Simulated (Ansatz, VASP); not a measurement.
## Al2Cu: VASP beside Ansatz

```
Al Cu
1.0
     0.00000   -4.08417    0.00000
     0.00000    0.00000   -2.84639
    13.75252    0.00000    0.00000
Al Cu
6 3
Direct
  0.00000 0.50000 0.07423
  0.00000 0.50000 0.37121
  0.00000 0.50000 0.66818
  0.50000 0.50000 0.81667
  0.50000 0.50000 0.22272
  0.50000 0.50000 0.51969
  0.00000 0.00000 0.22272
  0.00000 0.00000 0.51969
  0.00000 0.00000 0.81667
```

Alike in both runs: task single point; functional PBEsol; k mesh 11 × 16 × 4; occupations gaussian, width 0.15 eV; no spin polarisation.

```csv
,VASP,Ansatz
version,VASP 6.6.1,Ansatz 0.2.0
potentials or method,"VASP PAW PBE potentials, release 64 (Al, Cu), cutoff 520 eV","scalar-relativistic, plane waves, PAW"
valence electrons in the cell,51,75
```

Ansatz gave:

- gap on the k mesh at the Fermi level (eV): none
- pressure (GPa): -1.7
- traceless stress, the component that is largest in VASP (GPa): -1.93
- rms of the force components (eV/Å): 0.175

Q: What did VASP give for the same quantities?

A: gap on the k mesh at the Fermi level (eV): none; pressure (GPa): -1.5; traceless stress, the component that is largest in VASP (GPa): -1.90; rms of the force components (eV/Å): 0.179.

VASP's potentials were made for PBE, not for PBEsol. Atom by atom the forces differ by 0.006 eV/Å (rms over components). A gap of «none» marks a metal or a gap that the smearing closes. With one functional, cell and mesh, what is left measures potentials, basis and numerics. VASP's potentials hold 51 valence electrons a cell and Ansatz's 75, so a difference there can come from the potentials and not from the codes.
